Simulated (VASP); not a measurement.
# Ga2O3 (C2/m) in VASP: further runs

The runs below take Ga2O3 through single point, with PBE.

Program: VASP 6.6.1. These are calculated values, not measurements. Logs are shortened: lines on timing, memory, paths and dates and some standing lists are left out, and cuts for length are marked.

## 1. The cell of the first run

Symmetry: C2/m, No. 12, monoclinic system. Conventional cell: a = 12.255 Å, b = 3.039 Å, c = 5.644 Å, α = 90.00°, β = 104.21°, γ = 90.00°. Within 2.6 Å of Ga (site symmetry m) lie 6 O at 1.92 to 2.06 Å. Within 2.4 Å of Ga (site symmetry m) lie 4 O at 1.81 to 1.84 Å. Within 2.4 Å of O (site symmetry m) lie 3 Ga at 1.83 to 1.93 Å. Within 2.4 Å of O (site symmetry m) lie 4 Ga at 1.84 to 2.06 Å. O (site symmetry m) has 3 Ga at 1.81 to 1.92 Å within 2.4 Å.

## 2. Single point, PBE (uniaxial z strain -3.0%)

Input file INCAR:

```
PREC     = Accurate       # precision mode
ENCUT    = 520            # plane-wave cutoff, eV
EDIFF    = 1E-6           # SCF threshold, eV
ISMEAR   = -1             # smearing method
SIGMA    = 0.02           # smearing width, eV
LREAL    = False          # projectors in reciprocal space
LASPH    = True           # aspherical terms in the spheres
NELM     = 80             # most SCF steps
ALGO     = Normal         # electronic algorithm
ISIF     = 2              # what is computed and relaxed
LWAVE    = False          # write WAVECAR
LCHARG   = False          # write CHGCAR
GGA      = PE             # functional
NBANDS   = 55             # bands
```

Input file KPOINTS:

```
regular mesh
0
Gamma
  8 8 4
```

Input file POSCAR:

```
Ga2O3
1.0
    6.1274132876     -1.5195579568     -0.0025349725
    6.1274132876      1.5195579568     -0.0025349725
   -1.3836386898      0.0000000000      5.4718510619
Ga O
4 6
Direct
    0.3399526235      0.3399526235      0.6887916264
    0.6600473765      0.6600473765      0.3112083736
    0.9124270610      0.9124270610      0.2110895105
    0.0875729390      0.0875729390      0.7889104895
    0.5015126686      0.5015126686      0.7431167579
    0.4984873314      0.4984873314      0.2568832421
    0.8268835009      0.8268835009      0.4381649089
    0.1731164991      0.1731164991      0.5618350911
    0.1660870621      0.1660870621      0.1058656002
    0.8339129379      0.8339129379      0.8941343998
```

Potentials or basis: VASP PAW PBE potentials, release 64 (Ga_d, O).

The run is started by

```
$ cat potpaw_PBE.64/Ga_d/POTCAR potpaw_PBE.64/O/POTCAR > POTCAR
$ mpirun -np 1 vasp_std > vasp.out
```

OUTCAR:

```text
PREC = Accurate
   ENCUT = 520
   EDIFF = 1E-6
   ISMEAR = -1
   LREAL = False
   LASPH = True
   NELM = 80
   ISIF = 2
   GGA = PE

 ion  position               nearest neighbor table
   1  0.340  0.340  0.689-  10 1.92  10 1.92   5 1.93   8 1.99   7 2.06   7 2.06
   2  0.660  0.660  0.311-   9 1.92   9 1.92   6 1.93   7 1.99   8 2.06   8 2.06
   3  0.912  0.912  0.211-  10 1.81   6 1.83   6 1.83   7 1.84
   4  0.088  0.088  0.789-   9 1.81   5 1.83   5 1.83   8 1.84
   5  0.502  0.502  0.743-   4 1.83   4 1.83   1 1.93
   6  0.498  0.498  0.257-   3 1.83   3 1.83   2 1.93
   7  0.827  0.827  0.438-   3 1.84   2 1.99   1 2.06   1 2.06
   8  0.173  0.173  0.562-   4 1.84   1 1.99   2 2.06   2 2.06
   9  0.166  0.166  0.106-   4 1.81   2 1.92   2 1.92
  10  0.834  0.834  0.894-   3 1.81   1 1.92   1 1.92

  LATTYP: Found a base centered monoclinic cell.
 ALAT       =    12.2548276239
 B/A-ratio  =     0.2479933628
 C/A-ratio  =     0.4605595122
 COS(beta)  =    -0.2455498436

  Lattice vectors:

 A1 = (   6.1274132876,  -1.5195579568,  -0.0025349725)
 A2 = (   6.1274132876,   1.5195579568,  -0.0025349725)
 A3 = (  -1.3836386898,   0.0000000000,   5.4718510619)

Analysis of symmetry for initial positions (statically):
=====================================================================
 Subroutine PRICEL returns:
 Original cell was already a primitive cell.

 Routine SETGRP: Setting up the symmetry group for a
 base centered monoclinic supercell.

 Subroutine GETGRP returns: Found  4 space group operations
 (whereof  4 operations were pure point group operations)
 out of a pool of  4 trial point group operations.

The static configuration has the point symmetry C_2h.

Analysis of symmetry for dynamics (positions and initial velocities):
=====================================================================
 Subroutine PRICEL returns:
 Original cell was already a primitive cell.

 Routine SETGRP: Setting up the symmetry group for a
 base centered monoclinic supercell.

 Subroutine GETGRP returns: Found  4 space group operations
 (whereof  4 operations were pure point group operations)
 out of a pool of  4 trial point group operations.

The dynamic configuration has the point symmetry C_2h.

 Subroutine INISYM returns: Found  4 space group operations
 (whereof  4 operations are pure point group operations),
 and found     1 'primitive' translations

----------------------------------------------------------------------------------------

                                     Primitive cell

  volume of cell :     101.8857

  direct lattice vectors                    reciprocal lattice vectors
     6.127413288 -1.519557957 -0.002534973     0.081609039 -0.329043060  0.020636056
     6.127413288  1.519557957 -0.002534973     0.081609039  0.329043060  0.020636056
    -1.383638690  0.000000000  5.471851062     0.000075615  0.000000000  0.182772633

  length of vectors
     6.313022763  6.313022763  5.644077433     0.339639835  0.339639835  0.182772648

  position of ions in fractional coordinates (direct lattice)
     0.339952623  0.339952623  0.688791626
     0.660047377  0.660047377  0.311208374
     0.912427061  0.912427061  0.211089511
     0.087572939  0.087572939  0.788910489
     0.501512669  0.501512669  0.743116758
     0.498487331  0.498487331  0.256883242
     0.826883501  0.826883501  0.438164909
     0.173116499  0.173116499  0.561835091
     0.166087062  0.166087062  0.105865600
     0.833912938  0.833912938  0.894134400

  ion indices of the primitive-cell ions
   primitive index   ion index
                 1           1
                 2           2
                 3           3
                 4           4
                 5           5
                 6           6
                 7           7
                 8           8
                 9           9
                10          10

----------------------------------------------------------------------------------------

 KPOINTS: regular mesh

Automatic generation of k-mesh.
 Grid dimensions read from file:
 generate k-points for:    8    8    4

 Generating k-lattice:

  Cartesian coordinates                     Fractional coordinates (reciprocal lattice)
     0.010201130 -0.041130383  0.002579507     0.125000000  0.000000000  0.000000000
     0.010201130  0.041130383  0.002579507     0.000000000  0.125000000  0.000000000
     0.000018904  0.000000000  0.045693158    -0.000000000 -0.000000000  0.250000000

  Length of vectors
     0.042454979  0.042454979  0.045693162

  Shift w.r.t. Gamma in fractional coordinates (k-lattice)
     0.000000000  0.000000000  0.000000000

 Subroutine IBZKPT returns following result:
 ===========================================

 Found     78 irreducible k-points:

 Following reciprocal coordinates:
            Coordinates               Weight
  0.000000  0.000000  0.000000      1.000000
  0.125000 -0.000000  0.000000      4.000000
[... 39 lines left out ...]
     AMIX     =   0.40;   BMIX     =  1.00
     AMIX_MAG =   1.60;   BMIX_MAG =  1.00
  volume/ion in A,a.u.               =      10.19        68.76
  Fermi-wavevector in a.u.,A,eV,Ry     =   1.559066  2.946208 33.071521  2.430688
  Thomas-Fermi vector in A             =   2.662479
   LORBIT       =      0    0 simple, 1 ext, 2 COOP (PROOUT), +10 PAW based schemes
   GGA     = PE    functional components
   LHFCALC =     F    Hartree Fock is set to
   AEXX    =    0.0000 exact exchange contribution
   IVDW    =     0    specifies the selected vdW correction
   LEPSILON=     F    determine dielectric tensor
   LRPA    =     F    only Hartree local field effects (RPA)
 non-spin polarized calculation
  energy-cutoff  :      520.00
  volume of cell :      101.89
 maximum number of plane-waves:      2768
   NGX = 23   NGY = 23   NGZ = 21

 number of electron      87.9999989 magnetization

 Free energy of the ion-electron system (eV)
  ---------------------------------------------------
  ext. energy  EPLUGINS =         0.00000000
  ---------------------------------------------------
  free energy    TOTEN  =       -59.27816678 eV

  energy without entropy =      -59.27816678  energy(sigma->0) =      -59.27816678

 E-fermi :   4.6901     XC(G=0): -11.7871

 val. band max:        4.2342853551   @ k =   0.0000   0.0000   0.0000
 cond. band min:       6.7665802149   @ k =   0.0000   0.0000   0.0000
 fundamental gap:      2.5322948598
 Fermi energy:         4.6901465359

 k-point     1 :       0.0000    0.0000    0.0000
  band No.  band energies     occupation
      1     -14.9758      2.00000
      2     -13.6947      2.00000
      3     -13.6409      2.00000
      4     -13.6338      2.00000
      5     -13.1044      2.00000
      6     -13.0805      2.00000
[... 47 lines left out ...]
     54      16.6554      0.00000
     55      16.9922      0.00000

 k-point     2 :       0.1250   -0.0000    0.0000
  band No.  band energies     occupation
      1     -14.8514      2.00000
      2     -13.7143      2.00000
      3     -13.5932      2.00000
      4     -13.5369      2.00000
      5     -13.1073      2.00000
      6     -13.0825      2.00000
[... 47 lines left out ...]
     54      15.8377      0.00000
     55      15.9945      0.00000

 k-point     3 :       0.2500   -0.0000    0.0000
  band No.  band energies     occupation
      1     -14.5135      2.00000
      2     -13.6709      2.00000
      3     -13.4895      2.00000
      4     -13.4107      2.00000
      5     -13.1075      2.00000
      6     -13.0863      2.00000
[... 1152 lines left out ...]
 k-point    23 :       0.1250   -0.0000    0.2500
  band No.  band energies     occupation
      1     -14.7252      2.00000
      2     -13.8843      2.00000
      3     -13.6712      2.00000
      4     -13.4479      2.00000
      5     -13.1622      2.00000
      6     -13.0325      2.00000
[... 47 lines left out ...]
     54      15.9867      0.00000
     55      16.4489      0.00000

 k-point    24 :       0.2500   -0.0000    0.2500
  band No.  band energies     occupation
      1     -14.3954      2.00000
      2     -13.7622      2.00000
      3     -13.5765      2.00000
      4     -13.3702      2.00000
      5     -13.1468      2.00000
      6     -13.0546      2.00000
[... 47 lines left out ...]
     54      15.1344      0.00000
     55      16.4080      0.00000

 [... further k-points ...]

------------------------ aborting loop because EDIFF is reached ----------------------------------------

  FORCE on cell =-STRESS in cart. coord.  units (eV):
  Direction    XX          YY          ZZ          XY          YZ          ZX
  --------------------------------------------------------------------------------------
  -------------------------------------------------------------------------------------
  Total        8.4960623      8.1004225     12.3876469      0.0000000      0.0000000      0.3231759
  in kB      133.6026280    127.3810961    194.7987341      0.0000000      0.0000000      5.0820193
  external PRESSURE =     151.9274861 kB  Pullay stress =       0.0000000 kB

 VOLUME and BASIS-vectors are now :
 -----------------------------------------------------------------------------
  energy-cutoff  :      520.00
  volume of cell :      101.89
      direct lattice vectors                 reciprocal lattice vectors
     6.127413288 -1.519557957 -0.002534973     0.081609039 -0.329043060  0.020636056
     6.127413288  1.519557957 -0.002534973     0.081609039  0.329043060  0.020636056
    -1.383638690  0.000000000  5.471851062     0.000075615  0.000000000  0.182772633

 POSITION                                       TOTAL-FORCE (eV/Angst)
 -----------------------------------------------------------------------------------
      3.21302      0.00000      3.76724         0.045495      0.000000      0.023830
      7.65817      0.00000      1.69954        -0.045495      0.000000     -0.023830
     10.88956      0.00000      1.15042         0.015049      0.000000      0.008942
     -0.01838      0.00000      4.31636        -0.015049      0.000000     -0.008942
      5.11775      0.00000      4.06368        -0.069444      0.000000     -0.055937
      5.75344      0.00000      1.40310         0.069444      0.000000      0.055937
      9.52705      0.00000      2.39338         0.003977      0.000000      0.043470
      1.34414      0.00000      3.07340        -0.003977      0.000000     -0.043470
      1.88889      0.00000      0.57844         0.251227      0.000000      0.015292
      8.98230      0.00000      4.88834        -0.251227      0.000000     -0.015292
 -----------------------------------------------------------------------------------
    total drift:                                0.000000     -0.000000     -0.000000

  FREE ENERGIE OF THE ION-ELECTRON SYSTEM (eV)
  ---------------------------------------------------
  free  energy   TOTEN  =       -59.2781667832 eV

  energy  without entropy=      -59.2781667832  energy(sigma->0) =      -59.27816678
```

It took 6.7 min on 1 thread of Intel Xeon 6975P-C (Granite Rapids), shared host; peak memory 0.49 GiB.

What came out:

```yaml
Free_energy: -59.2782 eV
Pressure: 15.2 GPa
Largest_force: 0.252 eV/Å
Band_gap_on_the_k_mesh: 2.53 eV
```

Forces in eV/Å, atoms in the order of the input:
```
Ga   0.045  0.000  0.024
Ga  -0.045  0.000 -0.024
Ga   0.015  0.000  0.009
Ga  -0.015  0.000 -0.009
O   -0.069  0.000 -0.056
O    0.069  0.000  0.056
O    0.004  0.000  0.043
O   -0.004  0.000 -0.043
O    0.251  0.000  0.015
O   -0.251  0.000 -0.015
```

Stress tensor (GPa, compression positive):
```
13.36  0.00  0.51
 0.00 12.74  0.00
 0.51  0.00 19.48
```

Caveat: the cell differs from its parent crystal (uniaxial z strain -3.0%); the stress differs along the axes, from 13 to 19 GPa. A k mesh can miss the band edges.

## 3. Single point, PBE (uniaxial z strain -2.0%)

Input file INCAR:

```
ALGO = Normal ; EDIFF = 1E-7
ENCUT = 520 ; GGA = PE
ISIF = 2 ; ISMEAR = -1
LASPH = T ; LCHARG = T
LELF = T ; LREAL = F
LVHAR = T ; LWAVE = F
NBANDS = 55 ; NELM = 60
PREC = Accurate ; SIGMA = 0.02
```

Input file KPOINTS:

```
k-points
0
Gamma
  8 8 4
```

Input file POSCAR:

```
Ga2O3
1.0
    6.1274132876     -1.5195579568     -0.0025611063
    6.1274132876      1.5195579568     -0.0025611063
   -1.3836386898      0.0000000000      5.5282618976
Ga O
4 6
Direct
    0.3404405748      0.3404405748      0.6876236690
    0.6595594252      0.6595594252      0.3123763310
    0.9113898129      0.9113898129      0.2090527644
    0.0886101871      0.0886101871      0.7909472356
    0.5022774002      0.5022774002      0.7433364315
    0.4977225998      0.4977225998      0.2566635685
    0.8267977504      0.8267977504      0.4376130563
    0.1732022496      0.1732022496      0.5623869437
    0.1654236791      0.1654236791      0.1070564142
    0.8345763209      0.8345763209      0.8929435858
```

Potentials or basis: VASP PAW PBE potentials, release 64 (Ga_d, O).

The run is started by

```
$ cat potpaw_PBE.64/Ga_d/POTCAR potpaw_PBE.64/O/POTCAR > POTCAR
$ mpirun -np 1 vasp_std > vasp.out
```

Run time: 9.1 min. Hardware: 1 thread of Intel Xeon 6975P-C (Granite Rapids), shared host; peak memory 0.5 GiB.

It converged, with:

* Free energy: -59.3891 eV
* Pressure: 13.0 GPa
* Largest force: 0.244 eV/Å
* Band gap on the k mesh: 2.49 eV

Forces on the atoms (eV/Å):
```
Ga   0.043  0.000  0.020
Ga  -0.043  0.000 -0.020
Ga   0.006  0.000  0.000
Ga  -0.006  0.000  0.000
O   -0.067  0.000 -0.062
O    0.067  0.000  0.062
O    0.006  0.000  0.043
O   -0.006  0.000 -0.043
O    0.244  0.000  0.015
O   -0.244  0.000 -0.015
```

Stress tensor (GPa, compression positive):
```
11.73  0.00  0.41
 0.00 11.65  0.00
 0.41  0.00 15.77
```

Levels at points of the mesh, in eV from the valence-band top:
| k point | band 40 | band 41 | band 42 | band 43 | band 44 | band 45 | band 46 | band 47 | band 48 | band 49 |
| --- | --- | --- | --- | --- | --- | --- | --- | --- | --- | --- |
| (0.00, 0.00, 0.00) | -0.76 | -0.74 | -0.54 | -0.31 | 0.00 | 2.49 | 5.83 | 6.61 | 6.80 | 7.84 |
| (0.50, 0.00, 0.00) | -1.35 | -0.74 | -0.71 | -0.51 | -0.10 | 5.73 | 6.72 | 7.40 | 7.61 | 8.06 |
| (0.50, 0.50, 0.00) | -1.13 | -0.76 | -0.73 | -0.49 | -0.13 | 4.65 | 4.94 | 5.68 | 6.61 | 8.03 |
| (0.00, 0.00, 0.50) | -1.45 | -0.75 | -0.73 | -0.55 | -0.33 | 4.79 | 5.02 | 6.81 | 7.22 | 7.76 |
| (0.50, 0.00, 0.50) | -1.31 | -1.18 | -1.12 | -0.78 | -0.70 | 7.02 | 7.03 | 7.98 | 8.01 | 8.65 |
| (0.50, 0.50, 0.50) | -0.80 | -0.73 | -0.66 | -0.63 | -0.03 | 5.28 | 5.33 | 6.31 | 6.61 | 6.96 |

Caveat: the cell differs from its parent crystal (uniaxial z strain -2.0%); the cell stands under pressure.

## 4. Single point, PBE (uniaxial z strain -1.0%)

Input file INCAR:

```
ALGO = Normal
EDIFF = 1E-7
ENCUT = 520
GGA = PE
ISIF = 2
ISMEAR = -1
LASPH = True
LCHARG = True
LELF = True
LREAL = False
LVHAR = True
LWAVE = False
NBANDS = 55
NELM = 60
PREC = Accurate
SIGMA = 0.02
```

KPOINTS is that of step 3.

Input file POSCAR:

```
Ga2O3
1.0
    6.1274132876     -1.5195579568     -0.0025872400
    6.1274132876      1.5195579568     -0.0025872400
   -1.3836386898      0.0000000000      5.5846727333
Ga O
4 6
Direct
    0.3408863253      0.3408863253      0.6865141809
    0.6591136747      0.6591136747      0.3134858191
    0.9104039451      0.9104039451      0.2070679356
    0.0895960549      0.0895960549      0.7929320644
    0.5030159387      0.5030159387      0.7435086745
    0.4969840613      0.4969840613      0.2564913255
    0.8267246168      0.8267246168      0.4370312074
    0.1732753832      0.1732753832      0.5629687926
    0.1648063484      0.1648063484      0.1081794878
    0.8351936516      0.8351936516      0.8918205122
```

The run is started by

```
$ cat potpaw_PBE.64/Ga_d/POTCAR potpaw_PBE.64/O/POTCAR > POTCAR
$ mpirun -np 1 vasp_std > vasp.out
```

It took 8.5 min on 1 thread of Intel Xeon 6975P-C (Granite Rapids), shared host; peak memory 0.52 GiB.

The run converged. Its results:

| Property | Result |
| --- | --- |
| Free energy | -59.4765 eV |
| Pressure | 10.9 GPa |
| Largest force | 0.236 eV/Å |
| Band gap on the k mesh | 2.44 eV |

Forces in eV/Å, atoms in the order of the input:
```
Ga   0.040  0.000  0.014
Ga  -0.040  0.000 -0.014
Ga  -0.005  0.000 -0.009
Ga   0.005  0.000  0.009
O   -0.068  0.000 -0.063
O    0.068  0.000  0.063
O    0.006  0.000  0.046
O   -0.006  0.000 -0.046
O    0.235  0.000  0.011
O   -0.235  0.000 -0.011
```

Stress tensor (GPa, compression positive):
```
10.13  0.00  0.32
 0.00 10.58  0.00
 0.32  0.00 12.12
```

Levels at points of the mesh, in eV from the valence-band top:
```csv
k point,band 40,band 41,band 42,band 43,band 44,band 45,band 46,band 47,band 48,band 49
"(0.00, 0.00, 0.00)",-0.71,-0.70,-0.50,-0.29,0.00,2.44,5.76,6.69,6.77,7.82
"(0.50, 0.00, 0.00)",-1.31,-0.75,-0.71,-0.48,-0.10,5.69,6.62,7.31,7.54,8.05
"(0.50, 0.50, 0.00)",-1.09,-0.72,-0.69,-0.44,-0.13,4.60,4.87,5.78,6.60,8.01
"(0.00, 0.00, 0.50)",-1.42,-0.69,-0.68,-0.51,-0.30,4.78,4.96,6.77,7.23,7.80
"(0.50, 0.00, 0.50)",-1.27,-1.13,-1.07,-0.74,-0.66,6.96,6.98,7.91,8.03,8.55
"(0.50, 0.50, 0.50)",-0.74,-0.67,-0.62,-0.60,-0.01,5.23,5.33,6.26,6.58,6.99
```

Caveat: the cell differs from its parent crystal (uniaxial z strain -1.0%); the cell stands under pressure.

## 5. Summary

```tsv
cell	gap on the mesh (eV)	pressure (GPa)	largest force (eV/Å)
a = 6.313, b = 6.313, c = 5.644 Å, angles 103.8, 103.8, 27.9°, 10 atoms, uniaxial z strain -3.0%	2.53	15.2	0.25
a = 6.313, b = 6.313, c = 5.699 Å, angles 103.7, 103.7, 27.9°, 10 atoms, uniaxial z strain -2.0%	2.49	13.0	0.24
a = 6.313, b = 6.313, c = 5.754 Å, angles 103.5, 103.5, 27.9°, 10 atoms, uniaxial z strain -1.0%	2.44	10.9	0.24
```

Alike in all rows: task single point; level PBE; potentials or basis VASP PAW PBE potentials, release 64 (Ga_d, O); no spin polarisation; k mesh 8 × 8 × 4; cutoff (eV) 520; smearing fermi-dirac 0.02 eV.

Caveats: the cell stands under pressure (at least some runs); the stress differs along the axes, from 13 to 19 GPa (at least some runs).

Total energies depend on the potentials used, so only differences within one code and one set of settings carry meaning.
